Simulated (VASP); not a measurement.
# Ir (Fm-3m) in VASP: notebook

Ir is run at these levels: LDA; tasks: single point.

Everything below comes from runs of VASP 6.6.1. Logs are shortened: lines on timing, memory, paths and dates and some standing lists are left out, and cuts for length are marked.

## (1) The cell of the first run

The structure is cubic, space group Fm-3m (No. 225). The conventional cell has a = 3.811 Å, b = 3.811 Å, c = 3.811 Å, α = 90.00°, β = 90.00°, γ = 90.00°. Within 3.6 Å of Ir (site symmetry m-3m) lie 12 Ir at 2.69 Å.

## (2) Single point, LDA

File INCAR:

```
  PREC = Accurate
  ENCUT = 560
  EDIFF = 1E-6
  ISMEAR = 0
  SIGMA = 0.15
  LREAL = F
  LASPH = T
  NELM = 120
  ALGO = Normal
  ISIF = 2
  LWAVE = F
  LCHARG = F
  GGA = CA
  NBANDS = 14
  GGA_COMPAT = F
```

File KPOINTS:

```
regular mesh
0
Gamma
  20 20 20
```

File POSCAR:

```
Ir
1.0
    0.0000000000      1.9054048527      1.9054048527
    1.9054048527      0.0000000000      1.9054048527
    1.9054048527      1.9054048527      0.0000000000
Ir
1
Direct
    0.0000000000      0.0000000000      0.0000000000
```

Potentials or basis: VASP PAW LDA potentials, release 64 (Ir_sv_GW).

On the command line:

```sh
$ cat potpaw_LDA.64/Ir_sv_GW/POTCAR > POTCAR
$ mpirun -np 1 vasp_std > vasp.out
```

OUTCAR:

```text
PREC = Accurate
   ENCUT = 560
   EDIFF = 1E-6
   ISMEAR = 0
   LREAL = F
   LASPH = T
   NELM = 120
   ISIF = 2
   GGA = CA

 ion  position               nearest neighbor table
   1  0.000  0.000  0.000-

  LATTYP: Found a face centered cubic cell.
 ALAT       =     3.8108097054

  Lattice vectors:

 A1 = (   0.0000000000,   1.9054048527,   1.9054048527)
 A2 = (   1.9054048527,   0.0000000000,   1.9054048527)
 A3 = (   1.9054048527,   1.9054048527,   0.0000000000)

Analysis of symmetry for initial positions (statically):
=====================================================================
 Subroutine PRICEL returns:
 Original cell was already a primitive cell.

 Routine SETGRP: Setting up the symmetry group for a
 face centered cubic supercell.

 Subroutine GETGRP returns: Found 48 space group operations
 (whereof 48 operations were pure point group operations)
 out of a pool of 48 trial point group operations.

The static configuration has the point symmetry O_h .

Analysis of symmetry for dynamics (positions and initial velocities):
=====================================================================
 Subroutine PRICEL returns:
 Original cell was already a primitive cell.

 Routine SETGRP: Setting up the symmetry group for a
 face centered cubic supercell.

 Subroutine GETGRP returns: Found 48 space group operations
 (whereof 48 operations were pure point group operations)
 out of a pool of 48 trial point group operations.

The dynamic configuration has the point symmetry O_h .

 Subroutine INISYM returns: Found 48 space group operations
 (whereof 48 operations are pure point group operations),
 and found     1 'primitive' translations

----------------------------------------------------------------------------------------

                                     Primitive cell

  volume of cell :      13.8354

  direct lattice vectors                    reciprocal lattice vectors
     0.000000000  1.905404853  1.905404853    -0.262411424  0.262411424  0.262411424
     1.905404853  0.000000000  1.905404853     0.262411424 -0.262411424  0.262411424
     1.905404853  1.905404853  0.000000000     0.262411424  0.262411424 -0.262411424

  length of vectors
     2.694649384  2.694649384  2.694649384     0.454509918  0.454509918  0.454509918

  position of ions in fractional coordinates (direct lattice)
     0.000000000  0.000000000  0.000000000

  ion indices of the primitive-cell ions
   primitive index   ion index
                 1           1

----------------------------------------------------------------------------------------

 KPOINTS: regular mesh

Automatic generation of k-mesh.
 Grid dimensions read from file:
 generate k-points for:   20   20   20

 Generating k-lattice:

  Cartesian coordinates                     Fractional coordinates (reciprocal lattice)
    -0.013120571  0.013120571  0.013120571     0.050000000  0.000000000  0.000000000
     0.013120571 -0.013120571  0.013120571     0.000000000  0.050000000  0.000000000
     0.013120571  0.013120571 -0.013120571     0.000000000  0.000000000  0.050000000

  Length of vectors
     0.022725496  0.022725496  0.022725496

  Shift w.r.t. Gamma in fractional coordinates (k-lattice)
     0.000000000  0.000000000  0.000000000

 Subroutine IBZKPT returns following result:
 ===========================================

 Found    256 irreducible k-points:

 Following reciprocal coordinates:
            Coordinates               Weight
  0.000000  0.000000  0.000000      1.000000
  0.050000  0.000000  0.000000      8.000000
  0.100000  0.000000  0.000000      8.000000
  0.150000  0.000000  0.000000      8.000000
  0.200000  0.000000  0.000000      8.000000
  0.250000  0.000000  0.000000      8.000000
[... 16 lines left out ...]
 -0.400000  0.050000  0.000000     24.000000
 -0.350000  0.050000  0.000000     24.000000
 [... further k-points ...]
   k-points           NKPTS =    256   k-points in BZ     NKDIM =    256   number of bands    NBANDS=     14
   number of dos      NEDOS =    301   number of ions     NIONS =      1
   total plane-waves  NPLWV =  13824
   dimension x,y,z NGX =    24 NGY =   24 NGZ =   24
   dimension x,y,z NGXF=    48 NGYF=   48 NGZF=   48
   ions per type =               1
   NGX,Y,Z   is equivalent  to a cutoff of  14.81, 14.81, 14.81 a.u.
   NGXF,Y,Z  is equivalent  to a cutoff of  29.61, 29.61, 29.61 a.u.
 SYSTEM =  unknown system
   PREC   = accura    normal or accurate (medium, high low for compatibility)
   ISTART =      0    job   : 0-new  1-cont  2-samecut
   ICHARG =      2    charge: 1-file 2-atom 10-const
   ISPIN  =      1    spin polarized calculation?
   LNONCOLLINEAR =      F non collinear calculations
   LSORBIT =      F    spin-orbit coupling
   LASPH  =      T    aspherical Exc in radial PAW
   ENCUT  =  560.0 eV  41.16 Ry    6.42 a.u.   5.20  5.20  5.20*2*pi/ulx,y,z
   NELM   =    120;   NELMIN=  2; NELMDL= -5     # of ELM steps
   EDIFF  = 0.1E-05   stopping-criterion for ELM
   LREAL  =      F    real-space projection
   EDIFFG = 0.1E-04   stopping-criterion for IOM
   NSW    =      0    number of steps for IOM
   IBRION =     -1    ionic relax: 0-MD 1-quasi-New 2-CG
   NFREE  =      0    steps in history (QN), initial steepest desc. (CG)
   ISIF   =      2    stress and relaxation
   ISYM   =      2    0-nonsym 1-usesym 2-fastsym
   POTIM  = 0.5000    time-step for ionic-motion
   TEBEG  =    0.0;   TEEND  =   0.0 temperature during run
   PSTRESS=    0.0 pullay stress
   NELECT =      17.0000    total number of electrons
   NUPDOWN=      -1.0000    fix difference up-down
   EMIN   =  10.00;   EMAX   =-10.00  energy-range for DOS
   EFERMI =   0.00;   METHOD = LEGACY
   ISMEAR =     0;   SIGMA  =   0.15  broadening in eV -4-tet -1-fermi 0-gaus
   EFERMI_NEDOS =   21; number of points for ismear=-14 and -15
   IALGO  =     38    algorithm
   IMIX   =      4    mixing-type and parameters
     AMIX     =   0.40;   BMIX     =  1.00
     AMIX_MAG =   1.60;   BMIX_MAG =  1.00
  volume/ion in A,a.u.               =      13.84        93.37
  Fermi-wavevector in a.u.,A,eV,Ry     =   1.753452  3.313544 41.832388  3.074594
  Thomas-Fermi vector in A             =   2.823585
   LORBIT       =      0    0 simple, 1 ext, 2 COOP (PROOUT), +10 PAW based schemes
   GGA     = CA    functional components
   LHFCALC =     F    Hartree Fock is set to
   AEXX    =    0.0000 exact exchange contribution
   IVDW    =     0    specifies the selected vdW correction
   LEPSILON=     F    determine dielectric tensor
   LRPA    =     F    only Hartree local field effects (RPA)
 non-spin polarized calculation
 Gauss-broadening in eV      SIGMA  =   0.15
  energy-cutoff  :      560.00
  volume of cell :       13.84
 maximum number of plane-waves:       444
 NGX is ok and might be reduce to    24
   NGX = 11   NGY = 11   NGZ = 11

 number of electron      17.0000000 magnetization

 Free energy of the ion-electron system (eV)
  ---------------------------------------------------
  ext. energy  EPLUGINS =         0.00000000
  ---------------------------------------------------
  free energy    TOTEN  =       -10.91354743 eV

  energy without entropy =      -10.90643875  energy(sigma->0) =      -10.90999309

 E-fermi :  13.0486     XC(G=0): -14.9276

 val. band max:       13.0393561044   @ k =   0.3500   0.0000   0.0000
 cond. band min:      13.0565671387   @ k =   0.3000   0.2000   0.0000
 fundamental gap:      0.0172110343
 Fermi energy:        13.0485657649

 k-point     1 :       0.0000    0.0000    0.0000
  band No.  band energies     occupation
      1     -79.5166      2.00000
      2     -36.1557      2.00000
      3     -36.1557      2.00000
      4     -36.1557      2.00000
      5       1.7726      2.00000
      6       9.0523      2.00000
      7       9.0523      2.00000
      8       9.0523      2.00000
      9      11.8699      2.00000
     10      11.8699      2.00000
     11      26.6782      0.00000
     12      32.2760      0.00000
     13      32.2760      0.00000
     14      32.2760      0.00000

 k-point     2 :       0.0500    0.0000    0.0000
  band No.  band energies     occupation
      1     -79.5148      2.00000
      2     -36.1778      2.00000
      3     -36.1587      2.00000
      4     -36.1587      2.00000
      5       1.8879      2.00000
      6       8.9892      2.00000
      7       9.1026      2.00000
      8       9.1026      2.00000
      9      11.8355      2.00000
     10      11.8355      2.00000
     11      26.8815      0.00000
     12      31.7458      0.00000
     13      32.4710      0.00000
     14      32.4710      0.00000

 k-point     3 :       0.1000    0.0000    0.0000
  band No.  band energies     occupation
      1     -79.5099      2.00000
      2     -36.2421      2.00000
      3     -36.1674      2.00000
      4     -36.1674      2.00000
      5       2.2236      2.00000
      6       8.8228      2.00000
      7       9.2384      2.00000
      8       9.2384      2.00000
      9      11.7542      2.00000
     10      11.7542      2.00000
     11      27.4514      0.00000
     12      30.6006      0.00000
     13      33.0432      0.00000
     14      33.0432      0.00000
[... 324 lines left out ...]
 k-point    23 :      -0.4000    0.0500    0.0000
  band No.  band energies     occupation
      1     -79.4463      2.00000
      2     -36.9591      2.00000
      3     -36.2902      2.00000
      4     -36.2667      2.00000
      5       4.8683      2.00000
      6       8.9778      2.00000
      7       9.1096      2.00000
      8      10.9792      2.00000
      9      13.4640      0.00009
     10      14.2370      0.00000
     11      21.9499      0.00000
     12      26.9840      0.00000
     13      32.5375      0.00000
     14      33.5516      0.00000

 k-point    24 :      -0.3500    0.0500    0.0000
  band No.  band energies     occupation
      1     -79.4538      2.00000
      2     -36.8784      2.00000
      3     -36.2809      2.00000
      4     -36.2520      2.00000
      5       4.8428      2.00000
      6       9.1232      2.00000
      7       9.2369      2.00000
      8       9.9782      2.00000
      9      12.9116      1.80334
     10      13.7386      0.00000
     11      23.4778      0.00000
     12      27.6883      0.00000
     13      33.4125      0.00000
     14      34.9567      0.00000

 [... further k-points ...]

------------------------ aborting loop because EDIFF is reached ----------------------------------------

  FORCE on cell =-STRESS in cart. coord.  units (eV):
  Direction    XX          YY          ZZ          XY          YZ          ZX
  --------------------------------------------------------------------------------------
  -------------------------------------------------------------------------------------
  Total       -0.0310127     -0.0310127     -0.0310127     -0.0000000      0.0000000      0.0000000
  in kB       -3.5913551     -3.5913551     -3.5913551     -0.0000000      0.0000000      0.0000000
  external PRESSURE =      -3.5913551 kB  Pullay stress =       0.0000000 kB

 VOLUME and BASIS-vectors are now :
 -----------------------------------------------------------------------------
  energy-cutoff  :      560.00
  volume of cell :       13.84
      direct lattice vectors                 reciprocal lattice vectors
     0.000000000  1.905404853  1.905404853    -0.262411424  0.262411424  0.262411424
     1.905404853  0.000000000  1.905404853     0.262411424 -0.262411424  0.262411424
     1.905404853  1.905404853  0.000000000     0.262411424  0.262411424 -0.262411424

 POSITION                                       TOTAL-FORCE (eV/Angst)
 -----------------------------------------------------------------------------------
      0.00000      0.00000      0.00000         0.000000      0.000000      0.000000
 -----------------------------------------------------------------------------------
    total drift:                               -0.000000      0.000000      0.000000

  FREE ENERGIE OF THE ION-ELECTRON SYSTEM (eV)
  ---------------------------------------------------
  free  energy   TOTEN  =       -10.9135474321 eV

  energy  without entropy=      -10.9064387484  energy(sigma->0) =      -10.90999309
```

It took 29 s on 1 thread of Intel Xeon Platinum 8488C (Sapphire Rapids), shared host; peak memory 0.18 GiB.

What came out:

* Free energy: -10.9135 eV
* Pressure: -0.4 GPa
* Band gap on the k mesh: zero (an odd number of electrons rules out a gap without spin polarisation)

Caveat: spin-orbit coupling is left out, which moves the levels of the heavy elements.

## (3) Single point, LDA

File INCAR:

```
PREC = Accurate
ENCUT = 560
EDIFF = 1E-6
ISMEAR = 0
SIGMA = 0.15
LREAL = F
LASPH = T
NELM = 120
ALGO = Normal
ISIF = 2
LWAVE = F
LCHARG = F
NBANDS = 14
GGA_COMPAT = F
```

File KPOINTS:

```
regular mesh
0
Gamma
  22 22 22
```

POSCAR is that of step 2.

Potentials or basis: VASP PAW LDA potentials, release 64 (Ir_sv_GW).

On the command line:

```sh
$ cat potpaw_LDA.64/Ir_sv_GW/POTCAR > POTCAR
$ mpirun -np 1 vasp_std > vasp.out
```

Wall time 29 s (1 thread of Intel Xeon Platinum 8488C (Sapphire Rapids), shared host); peak memory 0.19 GiB.

Results (log left out):

```yaml
Free_energy: -10.9075 eV
Pressure: -0.2 GPa
Band_gap_on_the_k_mesh: zero (an odd number of electrons rules out a gap without spin polarisation)
```

Levels at points of the mesh, in eV from the Fermi level:
```csv
k point,band 6,band 7,band 8,band 9,band 10,band 11
"(0.00, 0.00, 0.00)",-4.01,-4.01,-4.01,-1.20,-1.20,13.61
"(0.50, 0.00, 0.00)",-4.11,-4.11,-0.73,0.98,0.98,7.55
"(0.50, 0.50, 0.00)",-7.58,0.96,1.57,1.57,1.77,10.89
```

Caveat: spin-orbit coupling is left out, which moves the levels of the heavy elements.
